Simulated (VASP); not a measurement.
# BN (F-43m) in VASP: further runs, part 2 of 2

VASP 6.6.1.

**3. Single point, PBE**

INCAR reads:

```
PREC = Accurate
ENCUT = 520
EDIFF = 1E-6
ISMEAR = 0
SIGMA = 0.013000000000000001
LREAL = F
LASPH = T
NELM = 80
ALGO = Normal
ISIF = 2
LWAVE = F
LCHARG = F
GGA = PE
NBANDS = 11
```

KPOINTS reads:

```
Automatic mesh
0
Gamma
  13 13 13
```

POSCAR reads:

```
BN
1.0
    0.0000000000      1.8130010000      1.8130010000
    1.8130010000      0.0000000000      1.8130010000
    1.8130010000      1.8130010000      0.0000000000
N B
1 1
Direct
    0.2500000000      0.2500000000      0.2500000000
    0.0000000000      0.0000000000      0.0000000000
```

Potentials or basis: VASP PAW PBE potentials, release 64 (N, B).

The run is started by

```
> cat potpaw_PBE.64/N/POTCAR potpaw_PBE.64/B/POTCAR > POTCAR
> mpirun -np 1 vasp_std > vasp.out
```

It took 14 s on 1 thread of AMD EPYC 7R13, shared host; peak memory 0.12 GiB.

The run converged. Its results:

```yaml
Free_energy: -17.4510 eV
Pressure: -0.2 GPa
Band_gap_on_the_k_mesh: 4.52 eV, indirect (least direct gap 8.78 eV)
```

Levels at points of the mesh, in eV from the valence-band top:
```tsv
k point	band 1	band 2	band 3	band 4	band 5	band 6	band 7	band 8	band 9
(0.00, 0.00, 0.00)	-20.13	0.00	0.00	0.00	8.78	8.78	8.78	10.20	24.58
```

A k mesh can miss the band edges. PBE gaps usually lie below the measured ones, often by a third to a half.

**4. Single point, PBE**

INCAR reads:

```
PREC = Accurate
ENCUT = 520
EDIFF = 1E-6
ISMEAR = -1
SIGMA = 0.03
LREAL = F
LASPH = T
NELM = 100
ALGO = Normal
ISIF = 2
LWAVE = F
LCHARG = F
GGA = PE
NBANDS = 11
```

KPOINTS reads:

```
Automatic mesh
0
Gamma
  8 8 8
```

POSCAR is that of step 3.

Potentials or basis: VASP PAW PBE potentials, release 64 (N, B).

The run is started by

```
> cat potpaw_PBE.64/N/POTCAR potpaw_PBE.64/B/POTCAR > POTCAR
> mpirun -np 1 vasp_std > vasp.out
```

OUTCAR:

```text
PREC = Accurate
   ENCUT = 520
   EDIFF = 1E-6
   ISMEAR = -1
   LREAL = F
   LASPH = T
   NELM = 100
   ISIF = 2
   GGA = PE

 ion  position               nearest neighbor table
   1  0.250  0.250  0.250-   2 1.57   2 1.57   2 1.57   2 1.57
   2  0.000  0.000  0.000-   1 1.57   1 1.57   1 1.57   1 1.57

  LATTYP: Found a face centered cubic cell.
 ALAT       =     3.6260020000

  Lattice vectors:

 A1 = (   0.0000000000,   1.8130010000,   1.8130010000)
 A2 = (   1.8130010000,   0.0000000000,   1.8130010000)
 A3 = (   1.8130010000,   1.8130010000,   0.0000000000)

Analysis of symmetry for initial positions (statically):
=====================================================================
 Subroutine PRICEL returns:
 Original cell was already a primitive cell.

 Routine SETGRP: Setting up the symmetry group for a
 face centered cubic supercell.

 Subroutine GETGRP returns: Found 24 space group operations
 (whereof 24 operations were pure point group operations)
 out of a pool of 48 trial point group operations.

The static configuration has the point symmetry T_d .

[... 167 lines left out ...]
  band No.  band energies     occupation
      1     -12.8362      2.00000
      2       7.2913      2.00000
      3       7.2913      2.00000
      4       7.2913      2.00000
      5      16.0676      0.00000
      6      16.0676      0.00000
      7      16.0676      0.00000
      8      17.4927      0.00000
      9      31.8725      0.00000
     10      34.9487      0.00000
     11      34.9487      0.00000
[... 309 lines left out ...]
 k-point    24 :      -0.3750    0.2500    0.1250
  band No.  band energies     occupation
      1      -7.9668      2.00000
      2      -2.3277      2.00000
      3       2.4999      2.00000
      4       3.8737      2.00000
      5      16.8446      0.00000
      6      18.3807      0.00000
      7      21.5433      0.00000
      8      22.9465      0.00000
      9      26.6588      0.00000
     10      32.9765      0.00000
     11      34.6245      0.00000

 [... further k-points ...]

------------------------ aborting loop because EDIFF is reached ----------------------------------------

  FORCE on cell =-STRESS in cart. coord.  units (eV):
  Direction    XX          YY          ZZ          XY          YZ          ZX
  --------------------------------------------------------------------------------------
  -------------------------------------------------------------------------------------
  Total       -0.0117641     -0.0117641     -0.0117641     -0.0000000      0.0000000     -0.0000000
  in kB       -1.5814131     -1.5814131     -1.5814131     -0.0000000      0.0000000     -0.0000000
  external PRESSURE =      -1.5814131 kB  Pullay stress =       0.0000000 kB

 VOLUME and BASIS-vectors are now :
 -----------------------------------------------------------------------------
  energy-cutoff  :      520.00
  volume of cell :       11.92
      direct lattice vectors                 reciprocal lattice vectors
     0.000000000  1.813001000  1.813001000    -0.275785838  0.275785838  0.275785838
     1.813001000  0.000000000  1.813001000     0.275785838 -0.275785838  0.275785838
     1.813001000  1.813001000  0.000000000     0.275785838  0.275785838 -0.275785838

 POSITION                                       TOTAL-FORCE (eV/Angst)
 -----------------------------------------------------------------------------------
      0.90650      0.90650      0.90650         0.000000      0.000000      0.000000
      0.00000      0.00000      0.00000        -0.000000     -0.000000     -0.000000
 -----------------------------------------------------------------------------------
    total drift:                                0.000000      0.000000      0.000000

  FREE ENERGIE OF THE ION-ELECTRON SYSTEM (eV)
  ---------------------------------------------------
  free  energy   TOTEN  =       -17.4507434885 eV

  energy  without entropy=      -17.4507434885  energy(sigma->0) =      -17.45074349
```

It took 6.5 s on 1 thread of AMD EPYC 7R43 (Zen 3), shared host; peak memory 0.08 GiB.

What came out:

* Free energy: -17.4507 eV
* Pressure: -0.2 GPa
* Band gap on the k mesh: 4.45 eV, indirect (least direct gap 8.78 eV)

Levels at points of the mesh, in eV from the valence-band top:
```tsv
k point	band 2	band 3	band 4	band 5	band 6	band 7
(0.00, 0.00, 0.00)	0.00	0.00	0.00	8.78	8.78	8.78
(0.50, 0.00, 0.00)	-10.61	-1.92	-1.92	10.03	10.66	10.66
(0.50, 0.50, 0.00)	-8.86	-4.86	-4.86	4.45	9.18	17.78
```

**5. Single point, PBEsol+D3(BJ)**

This run uses another cell than the first one, of 5.80 Å³/atom, 0.973 times its volume.

INCAR reads:

```
SYSTEM = BN
PREC     = Accurate       ! precision mode
ENCUT    = 520            ! plane-wave cutoff, eV
EDIFF    = 1E-7           ! SCF threshold, eV
ISMEAR   = -1             ! smearing method
SIGMA    = 0.05           ! smearing width, eV
LREAL    = .FALSE.        ! projectors in reciprocal space
LASPH    = .TRUE.         ! aspherical terms in the spheres
NELM     = 100            ! most SCF steps
ALGO     = Normal         ! electronic algorithm
ISIF     = 2              ! what is computed and relaxed
LWAVE    = .FALSE.        ! write WAVECAR
LCHARG   = .TRUE.         ! write CHGCAR
GGA      = PS             ! functional
IVDW     = 12             ! dispersion correction
LELF     = .TRUE.         ! ELF
LVHAR    = .TRUE.       
NBANDS   = 11             ! bands
```

KPOINTS reads:

```
regular mesh
0
G
  13 13 13
  0 0 0
```

POSCAR reads:

```
BN
1.0
    0.0000000000      1.7965970244      1.7965970244
    1.7965970244      0.0000000000      1.7965970244
    1.7965970244      1.7965970244      0.0000000000
N B
1 1
Direct
    0.2500000000      0.2500000000      0.2500000000
    0.0000000000      0.0000000000      0.0000000000
```

Potentials or basis: VASP PAW PBE potentials, release 64 (N, B).

The run is started by

```
> cat potpaw_PBE.64/N/POTCAR potpaw_PBE.64/B/POTCAR > POTCAR
> mpirun -np 1 vasp_std > vasp.out
```

OUTCAR:

```text
SYSTEM = BN
   PREC = Accurate
   ENCUT = 520
   EDIFF = 1E-7
   ISMEAR = -1
   LREAL = .FALSE.
   LASPH = .TRUE.
   NELM = 100
   ISIF = 2
   GGA = PS
   IVDW = 12
 IVDW          = 12

 ion  position               nearest neighbor table
   1  0.250  0.250  0.250-   2 1.56   2 1.56   2 1.56   2 1.56
   2  0.000  0.000  0.000-   1 1.56   1 1.56   1 1.56   1 1.56

  LATTYP: Found a face centered cubic cell.
 ALAT       =     3.5931940488

  Lattice vectors:

 A1 = (   0.0000000000,   1.7965970244,   1.7965970244)
[... 522 lines left out ...]

 Edisp (eV)   -0.29321

 E8    (eV) :    -0.1453

  FORCE on cell =-STRESS in cart. coord.  units (eV):
  Direction    XX          YY          ZZ          XY          YZ          ZX
  --------------------------------------------------------------------------------------
  -------------------------------------------------------------------------------------
  Total       0.04604     0.04604     0.04604    -0.00000     0.00000    -0.00000
  in kB       6.35988     6.35988     6.35988    -0.00000     0.00000    -0.00000
  external pressure =        6.36 kB  Pullay stress =        0.00 kB

 VOLUME and BASIS-vectors are now :
 -----------------------------------------------------------------------------
  energy-cutoff  :      520.00
  volume of cell :       11.60
      direct lattice vectors                 reciprocal lattice vectors
     0.000000000  1.796597024  1.796597024    -0.278303923  0.278303923  0.278303923
     1.796597024  0.000000000  1.796597024     0.278303923 -0.278303923  0.278303923
     1.796597024  1.796597024  0.000000000     0.278303923  0.278303923 -0.278303923

 POSITION                                       TOTAL-FORCE (eV/Angst)
 -----------------------------------------------------------------------------------
      0.89830      0.89830      0.89830        -0.000000      0.000000     -0.000000
      0.00000      0.00000      0.00000         0.000000     -0.000000      0.000000
 -----------------------------------------------------------------------------------
    total drift:                                0.000000      0.000000      0.000000

  FREE ENERGIE OF THE ION-ELECTRON SYSTEM (eV)
  ---------------------------------------------------
  free  energy   TOTEN  =       -18.6378283105 eV

  energy  without entropy=      -18.6378283105  energy(sigma->0) =      -18.63782831
```

It took 14 s on 1 thread of AMD EPYC 7R43 (Zen 3), shared host; peak memory 0.1 GiB.

What came out:

```yaml
Free_energy: -18.6378 eV
Pressure: 0.6 GPa
Band_gap_on_the_k_mesh: 4.37 eV, indirect (least direct gap 8.85 eV)
Dispersion_energy_per_atom: -0.147 eV
```

Caveat: the PAW data sets were made with another functional, which shifts forces and pressure a little. A hybrid or GW would open this gap; PBEsol tends to underestimate it.

**6. The runs side by side**

```tsv
level	cell	k mesh	smearing	gap on the mesh (eV)	pressure (GPa)
PBE	a = 2.564 Å, angles 60.0°, 2 atoms	13 × 13 × 13	gaussian 0.024 eV	4.52	-0.2
PBE	a = 2.564 Å, angles 60.0°, 2 atoms	13 × 13 × 13	gaussian 0.013 eV	4.52	-0.2
PBE	a = 2.564 Å, angles 60.0°, 2 atoms	8 × 8 × 8	fermi-dirac 0.03 eV	4.45	-0.2
PBEsol+D3(BJ)	a = 2.541 Å, angles 60.0°, 2 atoms	13 × 13 × 13	fermi-dirac 0.05 eV	4.37	0.6
```

Alike in all rows: task single point; potentials or basis VASP PAW PBE potentials, release 64 (N, B); no spin polarisation; cutoff (eV) 520.

On the cell as given the gap runs from 4.45 eV (PBE) to 4.52 eV (PBE); the meshes differ, which moves gaps too.

Caveats: the PAW data sets were made with another functional, which shifts forces and pressure a little (some runs).

Absolute energies hang on the potentials; compare differences alone.
